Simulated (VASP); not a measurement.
# MgO (rock salt type) (Fm-3m) in VASP: a series of runs

Aim: see how the results for MgO (rock salt type) move with the level of theory and the settings. Levels: r2SCAN, PBE. Tasks: single point.

All numbers are computed with VASP 6.6.1; they aren't measurements. Logs are shortened: lines on timing, memory, paths and dates and some standing lists are left out, and cuts for length are marked.

**1. The cell of the first run**

It takes space group Fm-3m (No. 225, cubic). Conventional cell: a = 4.310 Å, b = 4.310 Å, c = 4.310 Å, α = 90.00°, β = 90.00°, γ = 90.00°. Mg (site symmetry m-3m) has 6 O at 2.16 Å within 2.9 Å. Within 2.9 Å of O (site symmetry m-3m) lie 6 Mg at 2.16 Å.

**2. Single point, r2SCAN**

Input file POSCAR:

```
MgO
1.0
    0.0000000000      2.1551413176      2.1551413176
    2.1551413176      0.0000000000      2.1551413176
    2.1551413176      2.1551413176      0.0000000000
Mg O
1 1
Direct
    0.0000000000      0.0000000000      0.0000000000
    0.5000000000      0.5000000000      0.5000000000
```

Input file INCAR.step1:

```
SYSTEM = MgO
PREC = Accurate
ENCUT = 520
ISMEAR = -1
SIGMA = 0.1
LREAL = .False.
LASPH = .True.
NELM = 60
NBANDS = 11
GGA = PE
ALGO = Normal
EDIFF = 1E-4
LWAVE = .True.
LCHARG = .False.
```

Input file INCAR.step2:

```
SYSTEM = MgO
PREC = Accurate
ENCUT = 520
EDIFF = 1E-6
ISMEAR = -1
SIGMA = 0.1
LREAL = .False.
LASPH = .True.
NELM = 60
ALGO = Normal
ISIF = 2
LWAVE = .False.
LCHARG = .False.
METAGGA = R2SCAN
LMIXTAU = .True.
NBANDS = 11
ISTART = 1
```

Input file KPOINTS:

```
Automatic mesh
0
Gamma
  14 14 14
  0 0 0
```

Potentials or basis: VASP PAW PBE potentials, release 64 (Mg, O).

The run is started by

```
$ cat potpaw_PBE.64/Mg/POTCAR potpaw_PBE.64/O/POTCAR > POTCAR
$ cp INCAR.step1 INCAR
$ mpirun -np 1 vasp_std > vasp.out
$ cp INCAR.step2 INCAR
$ mpirun -np 1 vasp_std > vasp.out
```

OUTCAR:

```text
SYSTEM = MgO
   PREC = Accurate
   ENCUT = 520
   EDIFF = 1E-6
   ISMEAR = -1
   LREAL = .False.
   LASPH = .True.
   NELM = 60
   ISIF = 2
   METAGGA = R2SCAN
   ISTART = 1

 ion  position               nearest neighbor table
   1  0.000  0.000  0.000-   2 2.16   2 2.16   2 2.16   2 2.16   2 2.16   2 2.16
   2  0.500  0.500  0.500-   1 2.16   1 2.16   1 2.16   1 2.16   1 2.16   1 2.16

  LATTYP: Found a face centered cubic cell.
 ALAT       =     4.3102826352

  Lattice vectors:

 A1 = (   0.0000000000,   2.1551413176,   2.1551413176)
 A2 = (   2.1551413176,   0.0000000000,   2.1551413176)
 A3 = (   2.1551413176,   2.1551413176,   0.0000000000)

Analysis of symmetry for initial positions (statically):
=====================================================================
 Subroutine PRICEL returns:
 Original cell was already a primitive cell.

 Routine SETGRP: Setting up the symmetry group for a
 face centered cubic supercell.

 Subroutine GETGRP returns: Found 48 space group operations
 (whereof 48 operations were pure point group operations)
 out of a pool of 48 trial point group operations.

The static configuration has the point symmetry O_h .

Analysis of symmetry for dynamics (positions and initial velocities):
=====================================================================
 Subroutine PRICEL returns:
 Original cell was already a primitive cell.

 Routine SETGRP: Setting up the symmetry group for a
 face centered cubic supercell.

 Subroutine GETGRP returns: Found 48 space group operations
 (whereof 48 operations were pure point group operations)
 out of a pool of 48 trial point group operations.

The dynamic configuration has the point symmetry O_h .

 Subroutine INISYM returns: Found 48 space group operations
 (whereof 48 operations are pure point group operations),
 and found     1 'primitive' translations

----------------------------------------------------------------------------------------

                                     Primitive cell

  volume of cell :      20.0197

  direct lattice vectors                    reciprocal lattice vectors
     0.000000000  2.155141318  2.155141318    -0.232003347  0.232003347  0.232003347
     2.155141318  0.000000000  2.155141318     0.232003347 -0.232003347  0.232003347
     2.155141318  2.155141318  0.000000000     0.232003347  0.232003347 -0.232003347

  length of vectors
     3.047830080  3.047830080  3.047830080     0.401841585  0.401841585  0.401841585

  position of ions in fractional coordinates (direct lattice)
     0.000000000  0.000000000  0.000000000
     0.500000000  0.500000000  0.500000000

  ion indices of the primitive-cell ions
   primitive index   ion index
                 1           1
                 2           2

----------------------------------------------------------------------------------------

 KPOINTS: Automatic mesh

Automatic generation of k-mesh.
 Grid dimensions read from file:
 generate k-points for:   14   14   14

 Generating k-lattice:

  Cartesian coordinates                     Fractional coordinates (reciprocal lattice)
    -0.016571668  0.016571668  0.016571668     0.071428571  0.000000000  0.000000000
     0.016571668 -0.016571668  0.016571668     0.000000000  0.071428571  0.000000000
     0.016571668  0.016571668 -0.016571668     0.000000000  0.000000000  0.071428571

  Length of vectors
     0.028702970  0.028702970  0.028702970

  Shift w.r.t. Gamma in fractional coordinates (k-lattice)
     0.000000000  0.000000000  0.000000000

 Subroutine IBZKPT returns following result:
 ===========================================

 Found    104 irreducible k-points:

 Following reciprocal coordinates:
            Coordinates               Weight
  0.000000  0.000000  0.000000      1.000000
  0.071429  0.000000  0.000000      8.000000
  0.142857  0.000000  0.000000      8.000000
  0.214286  0.000000  0.000000      8.000000
  0.285714  0.000000  0.000000      8.000000
  0.357143  0.000000  0.000000      8.000000
[... 16 lines left out ...]
  0.214286  0.142857  0.000000     24.000000
  0.285714  0.142857  0.000000     24.000000
 [... further k-points ...]
   k-points           NKPTS =    104   k-points in BZ     NKDIM =    104   number of bands    NBANDS=     11
   number of dos      NEDOS =    301   number of ions     NIONS =      2
   total plane-waves  NPLWV =  13824
   dimension x,y,z NGX =    24 NGY =   24 NGZ =   24
   dimension x,y,z NGXF=    48 NGYF=   48 NGZF=   48
   ions per type =               1   1
   NGX,Y,Z   is equivalent  to a cutoff of  13.09, 13.09, 13.09 a.u.
   NGXF,Y,Z  is equivalent  to a cutoff of  26.18, 26.18, 26.18 a.u.
 SYSTEM =  MgO
   PREC   = accura    normal or accurate (medium, high low for compatibility)
   ISTART =      1    job   : 0-new  1-cont  2-samecut
   ICHARG =      0    charge: 1-file 2-atom 10-const
   ISPIN  =      1    spin polarized calculation?
   LNONCOLLINEAR =      F non collinear calculations
   LSORBIT =      F    spin-orbit coupling
   LASPH  =      T    aspherical Exc in radial PAW
   ENCUT  =  520.0 eV  38.22 Ry    6.18 a.u.   5.67  5.67  5.67*2*pi/ulx,y,z
   NELM   =     60;   NELMIN=  2; NELMDL=  0     # of ELM steps
   EDIFF  = 0.1E-05   stopping-criterion for ELM
   LREAL  =      F    real-space projection
   EDIFFG = 0.1E-04   stopping-criterion for IOM
   NSW    =      0    number of steps for IOM
   IBRION =     -1    ionic relax: 0-MD 1-quasi-New 2-CG
   NFREE  =      0    steps in history (QN), initial steepest desc. (CG)
   ISIF   =      2    stress and relaxation
   ISYM   =      2    0-nonsym 1-usesym 2-fastsym
   POTIM  = 0.5000    time-step for ionic-motion
   TEBEG  =    0.0;   TEEND  =   0.0 temperature during run
   PSTRESS=    0.0 pullay stress
   NELECT =       8.0000    total number of electrons
   NUPDOWN=      -1.0000    fix difference up-down
   EMIN   =  10.00;   EMAX   =-10.00  energy-range for DOS
   EFERMI =   0.00;   METHOD = LEGACY
   ISMEAR =    -1;   SIGMA  =   0.10  broadening in eV -4-tet -1-fermi 0-gaus
   EFERMI_NEDOS =   21; number of points for ismear=-14 and -15
   IALGO  =     38    algorithm
   IMIX   =      4    mixing-type and parameters
     AMIX     =   0.40;   BMIX     =  1.00
     AMIX_MAG =   1.60;   BMIX_MAG =  1.00
  volume/ion in A,a.u.               =      10.01        67.55
  Fermi-wavevector in a.u.,A,eV,Ry     =   1.205829  2.278686 19.783193  1.454024
  Thomas-Fermi vector in A             =   2.341514
   LORBIT       =      0    0 simple, 1 ext, 2 COOP (PROOUT), +10 PAW based schemes
   METAGGA = R2SCAN    functional components
   LHFCALC =     F    Hartree Fock is set to
   AEXX    =    0.0000 exact exchange contribution
   IVDW    =     0    specifies the selected vdW correction
   LEPSILON=     F    determine dielectric tensor
   LRPA    =     F    only Hartree local field effects (RPA)
 non-spin polarized calculation
  energy-cutoff  :      520.00
  volume of cell :       20.02
 maximum number of plane-waves:       549
   NGX = 11   NGY = 11   NGZ = 11

 number of electron       7.9999998 magnetization

 Free energy of the ion-electron system (eV)
  ---------------------------------------------------
  ext. energy  EPLUGINS =         0.00000000
  ---------------------------------------------------
  free energy    TOTEN  =       -16.10191069 eV

  energy without entropy =      -16.10191069  energy(sigma->0) =      -16.10191069

 E-fermi :   4.3558     XC(G=0): -11.2439

 val. band max:        2.2882634022   @ k =   0.0000   0.0000   0.0000
 cond. band min:       7.2216916202   @ k =   0.0000   0.0000   0.0000
 fundamental gap:      4.9334282180
 Fermi energy:         4.3558263427

 k-point     1 :       0.0000    0.0000    0.0000
  band No.  band energies     occupation
      1     -15.5746      2.00000
      2       2.2883      2.00000
      3       2.2883      2.00000
      4       2.2883      2.00000
      5       7.2217      0.00000
      6      18.7108      0.00000
      7      18.7108      0.00000
      8      18.7108      0.00000
      9      22.6623      0.00000
     10      24.3574      0.00000
     11      24.3574      0.00000

 k-point     2 :       0.0714    0.0000    0.0000
  band No.  band energies     occupation
      1     -15.5273      2.00000
      2       1.9563      2.00000
      3       2.2562      2.00000
      4       2.2562      2.00000
      5       7.5578      0.00000
      6      17.9740      0.00000
      7      18.8309      0.00000
      8      18.8309      0.00000
      9      23.6129      0.00000
     10      23.8496      0.00000
     11      23.8496      0.00000

 k-point     3 :       0.1429    0.0000    0.0000
  band No.  band energies     occupation
      1     -15.3921      2.00000
      2       1.1730      2.00000
      3       2.1680      2.00000
      4       2.1680      2.00000
      5       8.3411      0.00000
      6      16.7649      0.00000
      7      19.1300      0.00000
      8      19.1300      0.00000
      9      23.1237      0.00000
     10      23.1237      0.00000
     11      24.8517      0.00000

 k-point     4 :       0.2143    0.0000    0.0000
  band No.  band energies     occupation
      1     -15.1884      2.00000
      2       0.2444      2.00000
      3       2.0441      2.00000
      4       2.0441      2.00000
      5       9.2262      0.00000
      6      15.7913      0.00000
      7      19.4023      0.00000
      8      19.4023      0.00000
      9      22.8114      0.00000
     10      22.8114      0.00000
     11      24.8127      0.00000
[... 239 lines left out ...]
 k-point    22 :       0.1429    0.1429    0.0000
  band No.  band energies     occupation
      1     -15.3348      2.00000
      2       1.0978      2.00000
      3       2.0119      2.00000
      4       2.0119      2.00000
      5       8.7068      0.00000
      6      16.2188      0.00000
      7      19.2961      0.00000
      8      19.2961      0.00000
      9      21.0180      0.00000
     10      24.9741      0.00000
     11      26.5030      0.00000

 k-point    23 :       0.2143    0.1429    0.0000
  band No.  band energies     occupation
      1     -15.1869      2.00000
      2       0.5110      2.00000
      3       1.8777      2.00000
      4       1.8810      2.00000
      5       9.4185      0.00000
      6      15.4526      0.00000
      7      19.3441      0.00000
      8      19.5725      0.00000
      9      20.3974      0.00000
     10      24.9959      0.00000
     11      27.2090      0.00000

 k-point    24 :       0.2857    0.1429    0.0000
  band No.  band energies     occupation
      1     -14.9858      2.00000
      2      -0.1980      2.00000
      3       1.7036      2.00000
      4       1.7423      2.00000
      5      10.2226      0.00000
      6      14.8683      0.00000
      7      18.6771      0.00000
      8      19.7521      0.00000
      9      20.8616      0.00000
     10      25.0349      0.00000
     11      26.9920      0.00000

 [... further k-points ...]
[... 5 lines left out ...]
  --------------------------------------------------------------------------------------
  -------------------------------------------------------------------------------------
  Total       -1.4701895     -1.4701895     -1.4701895      0.0000000      0.0000000      0.0000000
  in kB     -117.6594061   -117.6594061   -117.6594061      0.0000000      0.0000000      0.0000000
  external PRESSURE =    -117.6594061 kB  Pullay stress =       0.0000000 kB

 VOLUME and BASIS-vectors are now :
 -----------------------------------------------------------------------------
  energy-cutoff  :      520.00
  volume of cell :       20.02
      direct lattice vectors                 reciprocal lattice vectors
     0.000000000  2.155141318  2.155141318    -0.232003347  0.232003347  0.232003347
     2.155141318  0.000000000  2.155141318     0.232003347 -0.232003347  0.232003347
     2.155141318  2.155141318  0.000000000     0.232003347  0.232003347 -0.232003347

 POSITION                                       TOTAL-FORCE (eV/Angst)
 -----------------------------------------------------------------------------------
      0.00000      0.00000      0.00000         0.000000      0.000000     -0.000000
      2.15514      2.15514      2.15514         0.000000      0.000000      0.000000
 -----------------------------------------------------------------------------------
    total drift:                               -0.000000     -0.000000      0.000000

  FREE ENERGIE OF THE ION-ELECTRON SYSTEM (eV)
  ---------------------------------------------------
  free  energy   TOTEN  =       -16.1019106923 eV

  energy  without entropy=      -16.1019106921  energy(sigma->0) =      -16.10191069
```

Run time: 44 s. Hardware: 1 thread of Intel Xeon Platinum 8559C (Emerald Rapids), shared host; peak memory 0.16 GiB.

What came out:

```
Free energy            : -16.1019 eV
Pressure               : -11.8 GPa
Band gap on the k mesh : 4.93 eV
```

Caveat: the cell stands under tension; the PAW data sets were made with another functional, which shifts forces and pressure a little.

**3. Single point, PBE**

This run uses another cell than the first one, of 9.05 Å³/atom.

Input file INCAR:

```
ALGO     = Normal         # electronic algorithm
EDIFF    = 1E-6           # SCF threshold, eV
ENCUT    = 520            # plane-wave cutoff, eV
GGA      = PE             # functional
ISIF     = 2              # what is computed and relaxed
ISMEAR   = -1             # smearing method
LASPH    = T              # aspherical terms in the spheres
LCHARG   = F              # write CHGCAR
LREAL    = F              # projectors in reciprocal space
LWAVE    = F              # write WAVECAR
NBANDS   = 11             # bands
NELM     = 80             # most SCF steps
PREC     = Accurate       # precision mode
SIGMA    = 0.06122561905347299 # smearing width, eV
```

Input file KPOINTS:

```
k-points
0
Gamma
  44 44 44
```

Input file POSCAR:

```
MgO
1.0
    0.0000000000      2.0837259064      2.0837259064
    2.0837259064      0.0000000000      2.0837259064
    2.0837259064      2.0837259064      0.0000000000
Mg O
1 1
Direct
    0.0000000000      0.0000000000      0.0000000000
    0.5000000000      0.5000000000      0.5000000000
```

Potentials or basis: VASP PAW PBE potentials, release 64 (Mg, O).

The run is started by

```
$ cat potpaw_PBE.64/Mg/POTCAR potpaw_PBE.64/O/POTCAR > POTCAR
$ mpirun -np 1 vasp_std > vasp.out
```

Wall time 2.3 min (1 thread of Intel Xeon Platinum 8559C (Emerald Rapids), shared host); peak memory 0.57 GiB.

The run converged. Its results:

```yaml
Free_energy: -11.8800 eV
Pressure: 9.7 GPa
Band_gap_on_the_k_mesh: 5.04 eV
```

Levels at points of the mesh, in eV from the valence-band top:
| k point | band 1 | band 2 | band 3 | band 4 | band 5 | band 6 | band 7 | band 8 |
| --- | --- | --- | --- | --- | --- | --- | --- | --- |
| (0.00, 0.00, 0.00) | -17.43 | 0.00 | 0.00 | 0.00 | 5.04 | 15.98 | 15.98 | 15.98 |
| (0.50, 0.00, 0.00) | -16.06 | -4.76 | -0.69 | -0.69 | 8.10 | 12.97 | 16.64 | 16.64 |
| (0.50, 0.50, 0.00) | -15.79 | -4.22 | -1.39 | -1.39 | 9.16 | 10.32 | 13.44 | 19.47 |

Caveat: the cell stands under pressure.

(Continued in part 2 of 2.)
